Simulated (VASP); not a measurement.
# SiO2 (I4/mmm) in VASP: further runs, part 2 of 2

VASP 6.6.1. The steps go on from the part before.

### 3 Single point, PBEsol

This run uses another cell than the first one, of 17.61 Å³/atom.

INCAR reads:

```
SYSTEM = SiO2
PREC = Accurate ; ENCUT = 520
EDIFF = 1E-6 ; ISMEAR = -1
SIGMA = 0.05 ; LREAL = .False.
LASPH = .True. ; NELM = 60
ALGO = Normal ; ISIF = 2
LWAVE = .False. ; LCHARG = .False.
GGA = PS ; NBANDS = 44
```

KPOINTS reads:

```
Automatic mesh
0
Gamma
  6 6 6
  0 0 0
```

POSCAR reads:

```
SiO2
1.0
   -4.4857498558      4.4857498558      2.6253996546
    4.4857498558     -4.4857498558      2.6253996546
    4.4857498558      4.4857498558     -2.6253996546
Si O
4 8
Direct
    0.8230866631      0.8230866631      0.6461733262
    0.1769133369      0.8230866631      0.0000000000
    0.8230866631      0.1769133369      0.0000000000
    0.1769133369      0.1769133369      0.3538266738
    0.0000000000      0.7905758368      0.7905758368
    0.2094241632      0.0000000000      0.2094241632
    0.7905758368      0.0000000000      0.7905758368
    0.0000000000      0.2094241632      0.2094241632
    0.0000000000      0.0000000000      0.5000000000
    0.5000000000      0.0000000000      0.0000000000
    0.0000000000      0.5000000000      0.0000000000
    0.5000000000      0.5000000000      0.5000000000
```

Potentials or basis: VASP PAW PBE potentials, release 64 (Si, O).

Started as:

```console
cat potpaw_PBE.64/Si/POTCAR potpaw_PBE.64/O/POTCAR > POTCAR
mpirun -np 1 vasp_std > vasp.out
```

Run time: 9.4 min. Hardware: 1 thread of Intel Xeon 8259CL, shared host; peak memory 0.51 GiB.

It converged, with:

```
Free energy            : -98.6050 eV
Pressure               : 0.4 GPa
Largest force          : 0.026 eV/Å
Band gap on the k mesh : 5.47 eV
```

Forces in eV/Å, atoms in the order of the input:
```
Si  -0.018 -0.018  0.000
Si  -0.018  0.018  0.000
Si   0.018 -0.018  0.000
Si   0.018  0.018  0.000
O   -0.002  0.000  0.000
O    0.000  0.002  0.000
O    0.000 -0.002  0.000
O    0.002  0.000  0.000
O    0.000  0.000  0.000
O    0.000  0.000  0.000
O    0.000  0.000  0.000
O    0.000  0.000  0.000
```

Levels at points of the mesh, in eV from the valence-band top:
```csv
k point,band 29,band 30,band 31,band 32,band 33,band 34,band 35,band 36
"(0.00, 0.00, 0.00)",-0.84,-0.67,-0.01,0.00,5.47,8.38,8.39,8.82
"(0.50, 0.00, 0.00)",-1.10,-0.77,-0.59,-0.26,7.61,7.82,8.72,8.75
"(0.50, 0.50, 0.00)",-0.45,-0.39,-0.38,-0.24,6.60,7.03,8.55,8.73
"(0.50, 0.50, 0.50)",-1.01,-0.19,0.00,0.00,7.55,7.55,7.67,8.22
```

Caveat: the PAW data sets were made with another functional, which shifts forces and pressure a little.

### 4 Single point, BLYP+D3(BJ)

This run uses another cell than the first one, of 17.72 Å³/atom.

INCAR reads:

```
SYSTEM = SiO2
PREC = Accurate
ENCUT = 520
EDIFF = 1E-7
ISMEAR = -1
SIGMA = 0.05
LREAL = .False.
LASPH = .True.
NELM = 60
ALGO = Normal
ISIF = 2
LWAVE = .False.
LCHARG = .False.
GGA = B5
ALDAX = 1.0
AGGAX = 1.0
AGGAC = 1.0
ALDAC = 0.0
IVDW = 12
VDW_S6 = 1.0
VDW_S8 = 2.6996
VDW_A1 = 0.4298
VDW_A2 = 4.2359
NBANDS = 44
```

KPOINTS reads:

```
regular mesh
0
Gamma
  6 6 6
  0 0 0
```

POSCAR reads:

```
SiO2
1.0
   -4.4927117805      4.4927117805      2.6330425433
    4.4927117805     -4.4927117805      2.6330425433
    4.4927117805      4.4927117805     -2.6330425433
Si O
4 8
Direct
    0.8229595109      0.8229595109      0.6459190217
    0.1770404891      0.8229595109      0.0000000000
    0.8229595109      0.1770404891      0.0000000000
    0.1770404891      0.1770404891      0.3540809783
    0.0000000000      0.7902423312      0.7902423312
    0.2097576688      0.0000000000      0.2097576688
    0.7902423312      0.0000000000      0.7902423312
    0.0000000000      0.2097576688      0.2097576688
    0.0000000000      0.0000000000      0.5000000000
    0.5000000000      0.0000000000      0.0000000000
    0.0000000000      0.5000000000      0.0000000000
    0.5000000000      0.5000000000      0.5000000000
```

Started as:

```console
cat potpaw_PBE.64/Si/POTCAR potpaw_PBE.64/O/POTCAR > POTCAR
mpirun -np 1 vasp_std > vasp.out
```

Wall time 13 min (1 thread of Intel Xeon 8259CL, shared host); peak memory 0.5 GiB.

The run converged. Its results:

- Free energy: -93.7016 eV
- Pressure: 0.6 GPa
- Largest force: 0.026 eV/Å
- Band gap on the k mesh: 5.41 eV
- Dispersion energy per atom: -0.195 eV

Forces in eV/Å, atoms in the order of the input:
```
Si  -0.018 -0.018  0.000
Si  -0.018  0.018  0.000
Si   0.018 -0.018  0.000
Si   0.018  0.018  0.000
O   -0.017  0.000  0.000
O    0.000  0.017  0.000
O    0.000 -0.017  0.000
O    0.017  0.000  0.000
O    0.000  0.000  0.000
O    0.000  0.000  0.000
O    0.000  0.000  0.000
O    0.000  0.000  0.000
```

Levels at points of the mesh, in eV from the valence-band top:
```csv
k point,band 28,band 29,band 30,band 31,band 32,band 33,band 34,band 35,band 36,band 37
"(0.00, 0.00, 0.00)",-1.33,-0.82,-0.66,-0.02,0.00,5.41,8.37,8.54,8.78,9.21
"(0.50, 0.00, 0.00)",-1.10,-1.06,-0.74,-0.56,-0.26,7.57,7.73,8.67,8.84,9.25
"(0.50, 0.50, 0.00)",-0.71,-0.43,-0.39,-0.37,-0.24,6.53,6.95,8.62,8.90,9.43
"(0.50, 0.50, 0.50)",-0.98,-0.98,-0.19,0.00,0.00,7.52,7.52,7.60,8.12,8.71
```

Caveat: the PAW data sets were made with another functional, which shifts forces and pressure a little. A k mesh can miss the band edges.

### 5 Single point, LDA

INCAR reads:

```
  PREC = Accurate
  ENCUT = 520
  EDIFF = 1E-6
  ISMEAR = -1
  SIGMA = 0.05
  LREAL = F
  LASPH = T
  NELM = 80
  ALGO = Normal
  ISIF = 2
  LWAVE = F
  LCHARG = F
  NBANDS = 44
```

KPOINTS reads:

```
Automatic mesh
0
Gamma
  6 6 6
```

POSCAR reads:

```
SiO2
1.0
   -4.4720405200      4.4720405200      2.6117703500
    4.4720405200     -4.4720405200      2.6117703500
    4.4720405200      4.4720405200     -2.6117703500
Si O
4 8
Direct
    0.8231114200      0.8231114200      0.6462228400
    0.1768885800      0.8231114200      0.0000000000
    0.8231114200      0.1768885800      0.0000000000
    0.1768885800      0.1768885800      0.3537771600
    0.0000000000      0.7914513400      0.7914513400
    0.2085486600      0.0000000000      0.2085486600
    0.7914513400      0.0000000000      0.7914513400
    0.0000000000      0.2085486600      0.2085486600
    0.0000000000      0.0000000000      0.5000000000
    0.5000000000      0.0000000000      0.0000000000
    0.0000000000      0.5000000000      0.0000000000
    0.5000000000      0.5000000000      0.5000000000
```

Potentials or basis: VASP PAW LDA potentials, release 64 (Si, O).

Started as:

```console
cat potpaw_LDA.64/Si/POTCAR potpaw_LDA.64/O/POTCAR > POTCAR
mpirun -np 1 vasp_std > vasp.out
```

Wall time 11 min (1 thread of Intel Xeon 8259CL, shared host); peak memory 0.41 GiB.

The run converged. Its results:

| Item | Value |
| --- | --- |
| Free energy | -103.6210 eV |
| Pressure | -0.9 GPa |
| Largest force | 0.028 eV/Å |
| Band gap on the k mesh | 5.32 eV (least direct gap 5.33 eV) |

Forces on the atoms (eV/Å):
```
Si   0.014  0.014  0.000
Si   0.014 -0.014  0.000
Si  -0.014  0.014  0.000
Si  -0.014 -0.014  0.000
O    0.028  0.000  0.000
O    0.000 -0.028  0.000
O    0.000  0.028  0.000
O   -0.028  0.000  0.000
O    0.000  0.000  0.000
O    0.000  0.000  0.000
O    0.000  0.000  0.000
O    0.000  0.000  0.000
```

Stress tensor (GPa, compression positive):
```
-0.94  0.00  0.00
 0.00 -0.94  0.00
 0.00  0.00 -0.72
```

Levels at points of the mesh, in eV from the valence-band top:
```tsv
k point	band 30	band 31	band 32	band 33	band 34	band 35
(0.00, 0.00, 0.00)	-0.68	-0.01	-0.01	5.32	8.20	8.39
(0.50, 0.00, 0.00)	-0.79	-0.60	-0.24	7.55	7.58	8.52
(0.50, 0.50, 0.00)	-0.39	-0.38	-0.24	6.44	6.85	8.49
(0.50, 0.50, 0.50)	-0.17	0.00	0.00	7.43	7.53	7.53
```

A k mesh can miss the band edges.

### 6 Overview

| task | level | potentials or basis | cell | cutoff (eV) | gap on the mesh (eV) | pressure (GPa) | largest force (eV/Å) |
| --- | --- | --- | --- | --- | --- | --- | --- |
| relaxation of cell and atoms | PBEsol | VASP PAW PBE potentials, release 64 (Si, O) | relaxed from a = 6.842 Å, angles 98.4, 98.4, 135.1°, 12 atoms, atomic positions A | 600 | 5.47 | -0.1 | 0.01 |
| single point | PBEsol | VASP PAW PBE potentials, release 64 (Si, O) | a = 6.866 Å, angles 98.4, 98.4, 135.0°, 12 atoms, atomic positions A | 520 | 5.47 | 0.4 | 0.03 |
| single point | BLYP+D3(BJ) | VASP PAW PBE potentials, release 64 (Si, O) | a = 6.878 Å, angles 98.4, 98.4, 135.0°, 12 atoms, atomic positions B | 520 | 5.41 | 0.6 | 0.03 |
| single point | LDA | VASP PAW LDA potentials, release 64 (Si, O) | a = 6.842 Å, angles 98.4, 98.4, 135.1°, 12 atoms, atomic positions A | 520 | 5.32 | -0.9 | 0.03 |

Alike in all rows: no spin polarisation; k mesh 6 × 6 × 6; smearing fermi-dirac 0.05 eV.

Caveats: the PAW data sets were made with another functional, which shifts forces and pressure a little (at least some runs).

Absolute energies hang on the potentials; compare differences alone.
